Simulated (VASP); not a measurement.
# La3O (P6/mmm) in VASP: notebook

La3O is run at these levels: PBE; tasks: relaxation of cell and atoms, single point.

Program: VASP 6.6.1. These are calculated values, not measurements. Logs are shortened: lines on timing, memory, paths and dates and some standing lists are left out, and cuts for length are marked.

### 1 The cell of the first run

Symmetry: P6/mmm, No. 191, hexagonal system. Conventional cell: a = 5.765 Å, b = 5.765 Å, c = 3.539 Å, α = 90.00°, β = 90.00°, γ = 120.00°. La (site symmetry mmm) has 6 La at 2.88 to 3.54 Å and 4 O at 3.38 Å within 3.8 Å. O (site symmetry 6/mmm) has 12 La at 3.38 Å and 2 O at 3.54 Å within 4.4 Å.

The cell was generated, and may not be a known phase.

### 2 Relaxation of cell and atoms, PBE

The input, INCAR:

```
SYSTEM = La3O
PREC = Accurate
ENCUT = 600
EDIFF = 1E-7
ISMEAR = 0
SIGMA = 0.1
LREAL = .False.
LASPH = .True.
NELM = 100
ALGO = Normal
ISIF = 3
LWAVE = .False.
LCHARG = .False.
GGA = PE
IBRION = 2
NSW = 90
EDIFFG = -0.04
```

The input, KPOINTS:

```
Automatic mesh
0
Gamma
  3 3 6
  0 0 0
```

The input, POSCAR:

```
La3O
1.0
    5.7652384800      0.0000000000      0.0000000000
   -2.8826192400      4.9928429800      0.0000000000
    0.0000000000      0.0000000000      3.5394970200
La O
3 1
Direct
    0.5000000000      0.0000000000      0.0000000000
    0.0000000000      0.5000000000      0.0000000000
    0.5000000000      0.5000000000      0.0000000000
    0.0000000000      0.0000000000      0.5000000000
```

Potentials or basis: VASP PAW PBE potentials, release 64 (La, O).

Launch:

```console
> cat potpaw_PBE.64/La/POTCAR potpaw_PBE.64/O/POTCAR > POTCAR
> mpirun -np 1 vasp_std > vasp.out
```

OUTCAR:

```text
SYSTEM = La3O
   PREC = Accurate
   ENCUT = 600
   EDIFF = 1E-7
   ISMEAR = 0
   LREAL = .False.
   LASPH = .True.
   NELM = 100
   ISIF = 3
   GGA = PE
   IBRION = 2
   NSW = 90
   EDIFFG = -0.04

 ion  position               nearest neighbor table
   1  0.500  0.000  0.000-   2 2.88   3 2.88   3 2.88   2 2.88
   2  0.000  0.500  0.000-   1 2.88   1 2.88   3 2.88   3 2.88
   3  0.500  0.500  0.000-   1 2.88   1 2.88   2 2.88   2 2.88
   4  0.000  0.000  0.500-

  LATTYP: Found a hexagonal cell.
 ALAT       =     5.7652384800
 C/A-ratio  =     0.6139376597

  Lattice vectors:

 A1 = (   5.7652384800,   0.0000000000,   0.0000000000)
 A2 = (  -2.8826192400,   4.9928429800,   0.0000000000)
 A3 = (   0.0000000000,   0.0000000000,   3.5394970200)

Analysis of symmetry for initial positions (statically):
=====================================================================
 Subroutine PRICEL returns:
 Original cell was already a primitive cell.

 Routine SETGRP: Setting up the symmetry group for a
 hexagonal supercell.

 Subroutine GETGRP returns: Found 24 space group operations
 (whereof 24 operations were pure point group operations)
 out of a pool of 24 trial point group operations.

The static configuration has the point symmetry D_6h.

Analysis of symmetry for dynamics (positions and initial velocities):
=====================================================================
 Subroutine PRICEL returns:
 Original cell was already a primitive cell.

 Routine SETGRP: Setting up the symmetry group for a
 hexagonal supercell.

 Subroutine GETGRP returns: Found 24 space group operations
 (whereof 24 operations were pure point group operations)
 out of a pool of 24 trial point group operations.

The dynamic configuration has the point symmetry D_6h.

 Subroutine INISYM returns: Found 24 space group operations
 (whereof 24 operations are pure point group operations),
 and found     1 'primitive' translations

----------------------------------------------------------------------------------------

                                     Primitive cell

  volume of cell :     101.8842

  direct lattice vectors                    reciprocal lattice vectors
     5.765238480  0.000000000  0.000000000     0.173453363  0.100143346  0.000000000
    -2.882619240  4.992842980  0.000000000     0.000000000  0.200286691  0.000000000
     0.000000000  0.000000000  3.539497020     0.000000000  0.000000000  0.282526018

  length of vectors
     5.765238480  5.765238478  3.539497020     0.200286691  0.200286691  0.282526018

  position of ions in fractional coordinates (direct lattice)
     0.500000000  0.000000000  0.000000000
     1.000000000  0.500000000  0.000000000
     0.500000000  0.500000000  0.000000000
     0.000000000  0.000000000  0.500000000

  ion indices of the primitive-cell ions
   primitive index   ion index
                 1           1
                 2           2
                 3           3
                 4           4

----------------------------------------------------------------------------------------

 KPOINTS: Automatic mesh

Automatic generation of k-mesh.
 Grid dimensions read from file:
 generate k-points for:    3    3    6

 Generating k-lattice:

  Cartesian coordinates                     Fractional coordinates (reciprocal lattice)
     0.057817788  0.033381115  0.000000000     0.333333333 -0.000000000  0.000000000
     0.000000000  0.066762230  0.000000000     0.000000000  0.333333333  0.000000000
     0.000000000  0.000000000  0.047087670     0.000000000  0.000000000  0.166666667

  Length of vectors
     0.066762230  0.066762230  0.047087670

  Shift w.r.t. Gamma in fractional coordinates (k-lattice)
     0.000000000  0.000000000  0.000000000

 Subroutine IBZKPT returns following result:
 ===========================================

 Found     12 irreducible k-points:

 Following reciprocal coordinates:
            Coordinates               Weight
  0.000000  0.000000  0.000000      1.000000
  0.333333  0.000000  0.000000      6.000000
  0.333333  0.333333  0.000000      2.000000
  0.000000  0.000000  0.166667      2.000000
  0.333333  0.000000  0.166667     12.000000
  0.333333  0.333333  0.166667      4.000000
  0.000000  0.000000  0.333333      2.000000
  0.333333  0.000000  0.333333     12.000000
  0.333333  0.333333  0.333333      4.000000
  0.000000  0.000000  0.500000      1.000000
  0.333333  0.000000  0.500000      6.000000
  0.333333  0.333333  0.500000      2.000000
   k-points           NKPTS =     12   k-points in BZ     NKDIM =     12   number of bands    NBANDS=     23
   number of dos      NEDOS =    301   number of ions     NIONS =      4
   total plane-waves  NPLWV =  64512
   dimension x,y,z NGX =    48 NGY =   48 NGZ =   28
   dimension x,y,z NGXF=    96 NGYF=   96 NGZF=   56
   ions per type =               3   1
   NGX,Y,Z   is equivalent  to a cutoff of  13.84, 13.84, 13.15 a.u.
   NGXF,Y,Z  is equivalent  to a cutoff of  27.68, 27.68, 26.30 a.u.
 SYSTEM =  La3O
   PREC   = accura    normal or accurate (medium, high low for compatibility)
   ISTART =      0    job   : 0-new  1-cont  2-samecut
   ICHARG =      2    charge: 1-file 2-atom 10-const
   ISPIN  =      1    spin polarized calculation?
   LNONCOLLINEAR =      F non collinear calculations
   LSORBIT =      F    spin-orbit coupling
   LASPH  =      T    aspherical Exc in radial PAW
   ENCUT  =  600.0 eV  44.10 Ry    6.64 a.u.  11.51 11.51  7.07*2*pi/ulx,y,z
   NELM   =    100;   NELMIN=  2; NELMDL= -5     # of ELM steps
   EDIFF  = 0.1E-06   stopping-criterion for ELM
   LREAL  =      F    real-space projection
   EDIFFG = -.4E-01   stopping-criterion for IOM
   NSW    =     90    number of steps for IOM
   IBRION =      2    ionic relax: 0-MD 1-quasi-New 2-CG
   NFREE  =      1    steps in history (QN), initial steepest desc. (CG)
   ISIF   =      3    stress and relaxation
   ISYM   =      2    0-nonsym 1-usesym 2-fastsym
   POTIM  = 0.5000    time-step for ionic-motion
   TEBEG  =    0.0;   TEEND  =   0.0 temperature during run
   PSTRESS=    0.0 pullay stress
   NELECT =      39.0000    total number of electrons
   NUPDOWN=      -1.0000    fix difference up-down
   EMIN   =  10.00;   EMAX   =-10.00  energy-range for DOS
   EFERMI =   0.00;   METHOD = LEGACY
   ISMEAR =     0;   SIGMA  =   0.10  broadening in eV -4-tet -1-fermi 0-gaus
   EFERMI_NEDOS =   21; number of points for ismear=-14 and -15
   IALGO  =     38    algorithm
   IMIX   =      4    mixing-type and parameters
     AMIX     =   0.40;   BMIX     =  1.00
     AMIX_MAG =   1.60;   BMIX_MAG =  1.00
  volume/ion in A,a.u.               =      25.47       171.89
  Fermi-wavevector in a.u.,A,eV,Ry     =   1.188669  2.246258 19.224121  1.412933
  Thomas-Fermi vector in A             =   2.324793
   LORBIT       =      0    0 simple, 1 ext, 2 COOP (PROOUT), +10 PAW based schemes
   GGA     = PE    functional components
   LHFCALC =     F    Hartree Fock is set to
   AEXX    =    0.0000 exact exchange contribution
   IVDW    =     0    specifies the selected vdW correction
   LEPSILON=     F    determine dielectric tensor
   LRPA    =     F    only Hartree local field effects (RPA)
 conjugate gradient relaxation of ions
 non-spin polarized calculation
 Gauss-broadening in eV      SIGMA  =   0.10
  energy-cutoff  :      600.00
  volume of cell :      101.88
 maximum number of plane-waves:      3447
 NGX is ok and might be reduce to    48
   NGX = 23   NGY = 23   NGZ = 15

--------------------------------------- Ionic step        1  -------------------------------------------

 number of electron      38.9999996 magnetization

 Free energy of the ion-electron system (eV)
  ---------------------------------------------------
  ext. energy  EPLUGINS =         0.00000000
  ---------------------------------------------------
  free energy    TOTEN  =       -18.51675569 eV

  energy without entropy =      -18.49079741  energy(sigma->0) =      -18.50377655

------------------------ aborting loop because EDIFF is reached ----------------------------------------

  FORCE on cell =-STRESS in cart. coord.  units (eV):
  Direction    XX          YY          ZZ          XY          YZ          ZX
  --------------------------------------------------------------------------------------
  -------------------------------------------------------------------------------------
  Total        5.1235225      5.1235225     -3.9215590      0.0000000      0.0000000      0.0000000
  in kB       80.5698391     80.5698391    -61.6683880      0.0000000      0.0000000      0.0000000
  external PRESSURE =      33.1570967 kB  Pullay stress =       0.0000000 kB
[... 99 lines left out ...]
  energy  without entropy=      -18.8068626848  energy(sigma->0) =      -18.81516388

--------------------------------------- Ionic step        4  -------------------------------------------

 number of electron      38.9999998 magnetization

 E-fermi :   8.4601     XC(G=0):  -9.9367

 val. band max:        8.4346811701   @ k =   0.3333   0.3333   0.0000
 cond. band min:       8.4678263878   @ k =   0.3333   0.3333   0.0000
 fundamental gap:      0.0331452177
 Fermi energy:         8.4601325608

 k-point     1 :       0.0000    0.0000    0.0000
  band No.  band energies     occupation
      1     -25.0900      2.00000
      2     -24.2072      2.00000
      3     -24.2072      2.00000
      4     -11.0490      2.00000
      5      -9.5194      2.00000
      6      -9.5194      2.00000
[... 336 lines left out ...]
  energy  without entropy=      -18.8065932052  energy(sigma->0) =      -18.81497540

--------------------------------------- Ionic step        5  -------------------------------------------

 number of electron      38.9999998 magnetization

 Free energy of the ion-electron system (eV)
  ---------------------------------------------------
  ext. energy  EPLUGINS =         0.00000000
  ---------------------------------------------------
  free energy    TOTEN  =       -18.82926410 eV

  energy without entropy =      -18.81283821  energy(sigma->0) =      -18.82105116

 E-fermi :   8.6305     XC(G=0): -10.0093

 val. band max:        8.6237834822   @ k =   0.3333   0.3333   0.0000
 cond. band min:       8.6843601780   @ k =   0.3333   0.3333   0.1667
 fundamental gap:      0.0605766958
 Fermi energy:         8.6305436775

 k-point     1 :       0.0000    0.0000    0.0000
  band No.  band energies     occupation
      1     -24.9239      2.00000
      2     -24.0171      2.00000
      3     -24.0171      2.00000
      4     -10.9223      2.00000
      5      -9.3632      2.00000
      6      -9.3632      2.00000
[... 332 lines left out ...]
  FREE ENERGIE OF THE ION-ELECTRON SYSTEM (eV)
  ---------------------------------------------------
  free  energy   TOTEN  =       -18.8292641033 eV

  energy  without entropy=      -18.8128382083  energy(sigma->0) =      -18.82105116

 reached required accuracy - stopping structural energy minimisation
```

It took 11 min on 1 thread of Intel Xeon 8259CL, shared host; peak memory 0.27 GiB.

What came out:

- Free energy: -18.8293 eV
- Relaxed volume: 26.50 Å³/atom
- Relaxed cell: a = 6.020 Å, b = 6.020 Å, c = 3.377 Å, α = 90.00°, β = 90.00°, γ = 120.00°
- Space group after relaxing (to 0.1 Å): P6/mmm (No. 191)
- Energy gained by relaxing: 78.1 meV/atom
- Ionic steps: 5
- Pressure after relaxing: -0.1 GPa
- Band gap on the k mesh: zero (an odd number of electrons rules out a gap without spin polarisation)

Step by step:
| step | energy change (eV) | largest force (eV/Å) | pressure (GPa) | volume (Å³) |
| --- | --- | --- | --- | --- |
| 1 | 0.0000 | 0.0000 | 3.32 | 101.88 |
| 2 | -0.2859 | 0.0000 | -1.31 | 109.43 |
| 3 | -0.3067 | 0.0000 | -0.73 | 107.82 |
| 4 | -0.3066 | 0.0000 | -0.69 | 107.70 |
| 5 | -0.3125 | 0.0000 | -0.10 | 105.99 |

Final structure:
```yaml
crystal:
  lattice:
    - [6.02049, 0.00000, 0.00000]
    - [-3.01024, 5.21389, 0.00000]
    - [0.00000, 0.00000, 3.37657]
  atoms:
    - { symbol: La, position: [0.50000, 0.00000, 0.00000] }
    - { symbol: La, position: [0.00000, 0.50000, 0.00000] }
    - { symbol: La, position: [0.50000, 0.50000, 0.00000] }
    - { symbol: O, position: [0.00000, 0.00000, 0.50000] }
```

Caveat: the k points lie up to 0.40 Å⁻¹ apart in the final cell, too coarse for converged energies and pressures of a metal; spin-orbit coupling is left out, which moves the levels of the heavy elements; an odd number of electrons without spin polarisation forces a metal; a magnetic or distorted state may lie lower.

[end of part 1 of 2]

The gap in the log of VASP goes by the Fermi energy; the results here count the filled bands.